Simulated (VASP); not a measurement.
The system is GaN.

```
Ga N
1.0
     0.00000    2.25350    2.25350
     2.25350    0.00000    2.25350
     2.25350    2.25350    0.00000
Ga N
1 1
Direct
  0.00000 0.00000 0.00000
  0.75000 0.75000 0.75000
```

```yaml
Program: VASP 6.6.1
Task: relaxation of cell and atoms
Functional: PBE
Potentials_or_basis: VASP PAW PBE potentials, release 64 (Ga_d, N)
Cutoff: 600 eV
k_mesh: 8 × 8 × 8
Occupations: gaussian, width 0.01 eV
Spin: no spin polarisation
```

At the start: pressure 4.9 GPa; volume 11.44 Å³/atom.

Question: Where does the relaxation end?

Answer: Over 3 steps the energy falls by 4.7 meV/atom and the volume is 11.76 Å³/atom (+2.8 %); space group F-43m (No. 216, to 0.05 Å).

The path:
| step | energy change (eV) | largest force (eV/Å) | pressure (GPa) | volume (Å³) |
| --- | --- | --- | --- | --- |
| 1 | 0.0000 | 0.0000 | 4.91 | 22.89 |
| 2 | -0.0029 | 0.0000 | -3.73 | 24.07 |
| 3 | -0.0094 | 0.0000 | -0.09 | 23.52 |

Final structure:
```cif
data_structure
_symmetry_space_group_name_H-M 'P 1'
_symmetry_Int_Tables_number 1
_cell_length_a 3.2160
_cell_length_b 3.2160
_cell_length_c 3.2160
_cell_angle_alpha 60.000
_cell_angle_beta 60.000
_cell_angle_gamma 60.000
_cell_volume 23.52
loop_
_atom_site_label
_atom_site_type_symbol
_atom_site_fract_x
_atom_site_fract_y
_atom_site_fract_z
_atom_site_occupancy
Ga1 Ga 0.00000 0.00000 0.00000 1
N1 N 0.75000 0.75000 0.75000 1
```
